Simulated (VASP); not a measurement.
# C (Fmmm) in VASP: further runs

C is run at these levels: PBEsol+D3(BJ); tasks: single point.

Program: VASP 6.6.1. These are calculated values, not measurements. Logs are shortened: lines on timing, memory, paths and dates and some standing lists are left out, and cuts for length are marked.

### 1 The cell of the first run

Symmetry: Fmmm, No. 69, orthorhombic system. Conventional cell: a = 2.414 Å, b = 4.179 Å, c = 6.528 Å, α = 90.00°, β = 90.00°, γ = 90.00°. Within 1.9 Å of C (site symmetry m2m) lie 3 C at 1.39 Å.

### 2 Single point, PBEsol+D3(BJ)

Input file INCAR:

```
SYSTEM = C
PREC     = Accurate       ! precision mode
ENCUT    = 520            ! plane-wave cutoff, eV
EDIFF    = 1E-6           ! SCF threshold, eV
ISMEAR   = 0              ! smearing method
SIGMA    = 0.03           ! smearing width, eV
LREAL    = .False.        ! projectors in reciprocal space
LASPH    = .True.         ! aspherical terms in the spheres
NELM     = 80             ! most SCF steps
ALGO     = Normal         ! electronic algorithm
ISIF     = 2              ! what is computed and relaxed
LWAVE    = .False.        ! write WAVECAR
LCHARG   = .False.        ! write CHGCAR
GGA      = PS             ! functional
IVDW     = 12             ! dispersion correction
NBANDS   = 11             ! bands
```

Input file KPOINTS:

```
Automatic mesh
0
Gamma
  18 18 18
  0 0 0
```

Input file POSCAR:

```
C
1.0
    0.0000000000      2.0894413751      3.2641567761
    1.2071379834      0.0000000000      3.2641567761
    1.2071379834      2.0894413751      0.0000000000
C
2
Direct
    0.1667066167      0.8332933833      0.1667066167
    0.8332933833      0.1667066167      0.8332933833
```

Potentials or basis: VASP PAW PBE potentials, release 64 (C).

On the command line:

```bash
$ cat potpaw_PBE.64/C/POTCAR > POTCAR
$ mpirun -np 1 vasp_std > vasp.out
```

OUTCAR:

```text
SYSTEM = C
   PREC = Accurate
   ENCUT = 520
   EDIFF = 1E-6
   ISMEAR = 0
   LREAL = .False.
   LASPH = .True.
   NELM = 80
   ISIF = 2
   GGA = PS
   IVDW = 12
 IVDW          = 12

 ion  position               nearest neighbor table
   1  0.167  0.833  0.167-   2 1.39   2 1.39   2 1.39
   2  0.833  0.167  0.833-   1 1.39   1 1.39   1 1.39

  LATTYP: Found a face centered orthorhombic cell.
 ALAT       =     2.4142759668
 B/A-ratio  =     1.7309051689
 C/A-ratio  =     2.7040461165

  Lattice vectors:

 A1 = (   0.0000000000,   2.0894413751,   3.2641567761)
 A2 = (   1.2071379834,   0.0000000000,   3.2641567761)
 A3 = (   1.2071379834,   2.0894413751,   0.0000000000)

Analysis of symmetry for initial positions (statically):
=====================================================================
 Subroutine PRICEL returns:
 Original cell was already a primitive cell.

 Routine SETGRP: Setting up the symmetry group for a
 face centered orthorhombic supercell.

 Subroutine GETGRP returns: Found  8 space group operations
 (whereof  8 operations were pure point group operations)
 out of a pool of  8 trial point group operations.

The static configuration has the point symmetry D_2h.

Analysis of symmetry for dynamics (positions and initial velocities):
=====================================================================
 Subroutine PRICEL returns:
 Original cell was already a primitive cell.

 Routine SETGRP: Setting up the symmetry group for a
 face centered orthorhombic supercell.

 Subroutine GETGRP returns: Found  8 space group operations
 (whereof  8 operations were pure point group operations)
 out of a pool of  8 trial point group operations.

The dynamic configuration has the point symmetry D_2h.

 Subroutine INISYM returns: Found  8 space group operations
 (whereof  8 operations are pure point group operations),
 and found     1 'primitive' translations

----------------------------------------------------------------------------------------

                                     Primitive cell

  volume of cell :      16.4660

  direct lattice vectors                    reciprocal lattice vectors
     0.000000000  2.089441375  3.264156776    -0.414202856  0.239298411  0.153178917
     1.207137983  0.000000000  3.264156776     0.414202856 -0.239298411  0.153178917
     1.207137983  2.089441375  0.000000000     0.414202856  0.239298411 -0.153178917

  length of vectors
     3.875627010  3.480215736  2.413078401     0.502286289  0.502286289  0.502286289

  position of ions in fractional coordinates (direct lattice)
     0.166706617  0.833293383  0.166706617
     0.833293383  0.166706617  0.833293383

  ion indices of the primitive-cell ions
   primitive index   ion index
                 1           1
                 2           2

----------------------------------------------------------------------------------------

 KPOINTS: Automatic mesh

Automatic generation of k-mesh.
 Grid dimensions read from file:
 generate k-points for:   18   18   18

 Generating k-lattice:

  Cartesian coordinates                     Fractional coordinates (reciprocal lattice)
    -0.023011270  0.013294356  0.008509940     0.055555556  0.000000000  0.000000000
     0.023011270 -0.013294356  0.008509940    -0.000000000  0.055555556 -0.000000000
     0.023011270  0.013294356 -0.008509940     0.000000000 -0.000000000  0.055555556

  Length of vectors
     0.027904794  0.027904794  0.027904794

  Shift w.r.t. Gamma in fractional coordinates (k-lattice)
     0.000000000  0.000000000  0.000000000

 Subroutine IBZKPT returns following result:
 ===========================================

 Found    865 irreducible k-points:

 Following reciprocal coordinates:
            Coordinates               Weight
  0.000000  0.000000  0.000000      1.000000
  0.055556  0.000000  0.000000      8.000000
  0.111111  0.000000  0.000000      8.000000
  0.166667  0.000000  0.000000      8.000000
  0.222222  0.000000  0.000000      8.000000
  0.277778  0.000000  0.000000      8.000000
[... 16 lines left out ...]
 -0.277778  0.055556  0.000000      8.000000
 -0.222222  0.055556  0.000000      8.000000
 [... further k-points ...]
   k-points           NKPTS =    865   k-points in BZ     NKDIM =    865   number of bands    NBANDS=     11
   number of dos      NEDOS =    301   number of ions     NIONS =      2
   total plane-waves  NPLWV =  15120
   dimension x,y,z NGX =    30 NGY =   28 NGZ =   18
   dimension x,y,z NGXF=    60 NGYF=   56 NGZF=   36
   ions per type =               2
   NGX,Y,Z   is equivalent  to a cutoff of  12.87, 13.38, 12.40 a.u.
   NGXF,Y,Z  is equivalent  to a cutoff of  25.74, 26.75, 24.80 a.u.
 SYSTEM =  C
   PREC   = accura    normal or accurate (medium, high low for compatibility)
   ISTART =      0    job   : 0-new  1-cont  2-samecut
   ICHARG =      2    charge: 1-file 2-atom 10-const
   ISPIN  =      1    spin polarized calculation?
   LNONCOLLINEAR =      F non collinear calculations
   LSORBIT =      F    spin-orbit coupling
   LASPH  =      T    aspherical Exc in radial PAW
   ENCUT  =  520.0 eV  38.22 Ry    6.18 a.u.   7.21  6.47  4.49*2*pi/ulx,y,z
   NELM   =     80;   NELMIN=  2; NELMDL= -5     # of ELM steps
   EDIFF  = 0.1E-05   stopping-criterion for ELM
   LREAL  =      F    real-space projection
   EDIFFG = 0.1E-04   stopping-criterion for IOM
   NSW    =      0    number of steps for IOM
   IBRION =     -1    ionic relax: 0-MD 1-quasi-New 2-CG
   NFREE  =      0    steps in history (QN), initial steepest desc. (CG)
   ISIF   =      2    stress and relaxation
   ISYM   =      2    0-nonsym 1-usesym 2-fastsym
   POTIM  = 0.5000    time-step for ionic-motion
   TEBEG  =    0.0;   TEEND  =   0.0 temperature during run
   PSTRESS=    0.0 pullay stress
   NELECT =       8.0000    total number of electrons
   NUPDOWN=      -1.0000    fix difference up-down
   EMIN   =  10.00;   EMAX   =-10.00  energy-range for DOS
   EFERMI =   0.00;   METHOD = LEGACY
   ISMEAR =     0;   SIGMA  =   0.03  broadening in eV -4-tet -1-fermi 0-gaus
   EFERMI_NEDOS =   21; number of points for ismear=-14 and -15
   IALGO  =     38    algorithm
   IMIX   =      4    mixing-type and parameters
     AMIX     =   0.40;   BMIX     =  1.00
     AMIX_MAG =   1.60;   BMIX_MAG =  1.00
  volume/ion in A,a.u.               =       8.23        55.56
  Fermi-wavevector in a.u.,A,eV,Ry     =   1.286991  2.432060 22.535948  1.656345
  Thomas-Fermi vector in A             =   2.419032
   LORBIT       =      0    0 simple, 1 ext, 2 COOP (PROOUT), +10 PAW based schemes
   GGA     = PS    functional components
   LHFCALC =     F    Hartree Fock is set to
   AEXX    =    0.0000 exact exchange contribution
   IVDW    =    12    specifies the selected vdW correction
   LEPSILON=     F    determine dielectric tensor
   LRPA    =     F    only Hartree local field effects (RPA)
 non-spin polarized calculation
 Gauss-broadening in eV      SIGMA  =   0.03
  energy-cutoff  :      520.00
  volume of cell :       16.47
 maximum number of plane-waves:       461
 NGX is ok and might be reduce to    30
   NGX = 15   NGY = 13   NGZ =  9

 number of electron       7.9999999 magnetization

 Free energy of the ion-electron system (eV)
  ---------------------------------------------------
  ext. energy  EPLUGINS =         0.00000000
  ---------------------------------------------------
  free energy    TOTEN  =       -19.22200119 eV

  energy without entropy =      -19.22199892  energy(sigma->0) =      -19.22200005

 E-fermi :   5.2300     XC(G=0): -10.8679

 val. band max:        5.1843207310   @ k =  -0.2778   0.0556   0.3333
 cond. band min:       5.2757433082   @ k =  -0.2222   0.1111   0.3333
 fundamental gap:      0.0914225772
 Fermi energy:         5.2300320182

 k-point     1 :       0.0000    0.0000    0.0000
  band No.  band energies     occupation
      1     -14.9208      2.00000
      2      -1.6201      2.00000
      3       2.3024      2.00000
      4       2.3197      2.00000
      5       9.2637      0.00000
      6      13.9709      0.00000
      7      14.0527      0.00000
      8      17.4310      0.00000
      9      19.4601      0.00000
     10      28.4242      0.00000
     11      31.8382      0.00000

 k-point     2 :       0.0556    0.0000    0.0000
  band No.  band energies     occupation
      1     -14.8416      2.00000
      2      -1.5537      2.00000
      3       2.0129      2.00000
      4       2.1383      2.00000
      5       9.3974      0.00000
      6      14.0710      0.00000
      7      14.3346      0.00000
      8      17.1286      0.00000
      9      19.5850      0.00000
     10      28.6894      0.00000
     11      30.8475      0.00000

 k-point     3 :       0.1111    0.0000    0.0000
  band No.  band energies     occupation
      1     -14.6046      2.00000
      2      -1.3537      2.00000
      3       1.1808      2.00000
      4       1.6909      2.00000
      5       9.7965      0.00000
      6      14.1405      0.00000
      7      15.2797      0.00000
      8      16.2774      0.00000
      9      19.9845      0.00000
     10      28.8190      0.00000
     11      29.4735      0.00000
[... 267 lines left out ...]
 k-point    23 :      -0.2778    0.0556    0.0000
  band No.  band energies     occupation
      1     -12.1683      2.00000
      2      -4.4530      2.00000
      3      -0.6246      2.00000
      4       1.0867      2.00000
      5       9.9915      0.00000
      6      13.0462      0.00000
      7      13.7604      0.00000
      8      22.3467      0.00000
      9      22.4992      0.00000
     10      24.0943      0.00000
     11      28.3626      0.00000

 k-point    24 :      -0.2222    0.0556    0.0000
  band No.  band energies     occupation
      1     -13.0031      2.00000
      2      -2.9314      2.00000
      3      -0.1311      2.00000
      4       0.3348      2.00000
      5      11.5943      0.00000
      6      12.0079      0.00000
      7      13.8387      0.00000
      8      20.4179      0.00000
      9      22.5818      0.00000
     10      23.9677      0.00000
     11      29.0947      0.00000

 [... further k-points ...]

------------------------ aborting loop because EDIFF is reached ----------------------------------------

 Edisp (eV)   -0.22451

 E8    (eV) :    -0.1092

  FORCE on cell =-STRESS in cart. coord.  units (eV):
  Direction    XX          YY          ZZ          XY          YZ          ZX
  --------------------------------------------------------------------------------------
  -------------------------------------------------------------------------------------
  Total       2.90787     2.90405     0.05801    -0.00000     0.00000     0.00000
  in kB     282.94185   282.57045     5.64418    -0.00000     0.00000     0.00000
  external pressure =      190.39 kB  Pullay stress =        0.00 kB

 VOLUME and BASIS-vectors are now :
 -----------------------------------------------------------------------------
  energy-cutoff  :      520.00
  volume of cell :       16.47
      direct lattice vectors                 reciprocal lattice vectors
     0.000000000  2.089441375  3.264156776    -0.414202856  0.239298411  0.153178917
     1.207137983  0.000000000  3.264156776     0.414202856 -0.239298411  0.153178917
     1.207137983  2.089441375  0.000000000     0.414202856  0.239298411 -0.153178917

 POSITION                                       TOTAL-FORCE (eV/Angst)
 -----------------------------------------------------------------------------------
      1.20714      0.69665      3.26416         0.000000     -0.001430      0.000000
      1.20714      3.48224      3.26416         0.000000      0.001430      0.000000
 -----------------------------------------------------------------------------------
    total drift:                               -0.000000      0.000000     -0.000000

  FREE ENERGIE OF THE ION-ELECTRON SYSTEM (eV)
  ---------------------------------------------------
  free  energy   TOTEN  =       -19.4465109196 eV

  energy  without entropy=      -19.4465086417  energy(sigma->0) =      -19.44650978
```

It took 74 s on 1 thread of Intel Xeon 6975P-C (Granite Rapids), shared host; peak memory 0.25 GiB.

Results:

- Free energy: -19.4465 eV
- Pressure: 19.0 GPa
- Band gap on the k mesh: 0.09 eV, indirect (least direct gap 0.18 eV)
- Dispersion energy per atom: -0.112 eV

Levels at points of the mesh, in eV from the valence-band top:
| k point | band 1 | band 2 | band 3 | band 4 | band 5 | band 6 | band 7 | band 8 | band 9 |
| --- | --- | --- | --- | --- | --- | --- | --- | --- | --- |
| (0.00, 0.00, 0.00) | -20.11 | -6.80 | -2.88 | -2.86 | 4.08 | 8.79 | 8.87 | 12.25 | 14.28 |
| (0.50, 0.00, 0.00) | -14.34 | -13.57 | -6.48 | -2.44 | 1.67 | 8.07 | 12.83 | 13.96 | 19.91 |
| (0.50, 0.50, 0.00) | -19.73 | -9.07 | -2.91 | -2.87 | 8.74 | 8.83 | 10.87 | 12.42 | 14.09 |
| (0.50, 0.00, 0.50) | -14.47 | -13.68 | -6.46 | -1.54 | 2.70 | 8.30 | 11.34 | 11.49 | 18.48 |
| (0.00, 0.50, 0.50) | -14.19 | -13.46 | -6.53 | -3.22 | 0.86 | 7.81 | 14.22 | 18.08 | 20.94 |

Caveat: the PAW data sets were made with another functional, which shifts forces and pressure a little. A k mesh can miss the band edges.

### 3 Single point, PBEsol+D3(BJ)

This run uses another cell than the first one, of 8.70 Å³/atom, 1.056 times its volume.

Input file INCAR:

```
SYSTEM = C
PREC = Accurate
ENCUT = 520
EDIFF = 1E-6
ISMEAR = 0
SIGMA = 0.03
LREAL = .FALSE.
LASPH = .TRUE.
NELM = 100
ALGO = Normal
ISIF = 2
LWAVE = .FALSE.
LCHARG = .FALSE.
GGA = PS
IVDW = 12
NBANDS = 11
```

Input file KPOINTS:

```
Automatic mesh
0
G
  18 18 18
  0 0 0
```

Input file POSCAR:

```
C
1.0
    0.0000000000      2.0854227815      3.4614962978
    1.2048163116      0.0000000000      3.4614962978
    1.2048163116      2.0854227815      0.0000000000
C
2
Direct
    0.1667066167      0.8332933833      0.1667066167
    0.8332933833      0.1667066167      0.8332933833
```

Potentials or basis: VASP PAW PBE potentials, release 64 (C).

On the command line:

```bash
$ cat potpaw_PBE.64/C/POTCAR > POTCAR
$ mpirun -np 1 vasp_std > vasp.out
```

Wall time 69 s (1 thread of Intel Xeon 6975P-C (Granite Rapids), shared host); peak memory 0.26 GiB.

Results (log left out):

```
Free energy                : -19.4323 eV
Pressure                   : 19.3 GPa
Largest force              : 0.004 eV/Å
Band gap on the k mesh     : 0.06 eV, indirect (least direct gap 0.12 eV)
Dispersion energy per atom : -0.106 eV
```

Forces on the atoms (eV/Å):
```
C    0.000 -0.004  0.000
C    0.000  0.004  0.000
```

Stress tensor (GPa, compression positive):
```
29.56  0.00  0.00
 0.00 29.78  0.00
 0.00  0.00 -1.33
```

Levels at points of the mesh, in eV from the valence-band top:
| k point | band 2 | band 3 | band 4 | band 5 | band 6 | band 7 |
| --- | --- | --- | --- | --- | --- | --- |
| (0.00, 0.00, 0.00) | -7.20 | -2.91 | -2.90 | 3.58 | 8.80 | 8.85 |
| (0.50, 0.00, 0.00) | -13.64 | -6.53 | -2.47 | 1.67 | 8.11 | 12.45 |
| (0.50, 0.50, 0.00) | -8.88 | -2.93 | -2.90 | 8.78 | 8.83 | 9.42 |
| (0.50, 0.00, 0.50) | -13.70 | -6.53 | -1.84 | 2.45 | 8.25 | 11.05 |
| (0.00, 0.50, 0.50) | -13.57 | -6.56 | -3.02 | 1.04 | 7.93 | 13.78 |

Caveat: the PAW data sets were made with another functional, which shifts forces and pressure a little. A k mesh can miss the band edges.

(Part 1 of 2 ends here.)
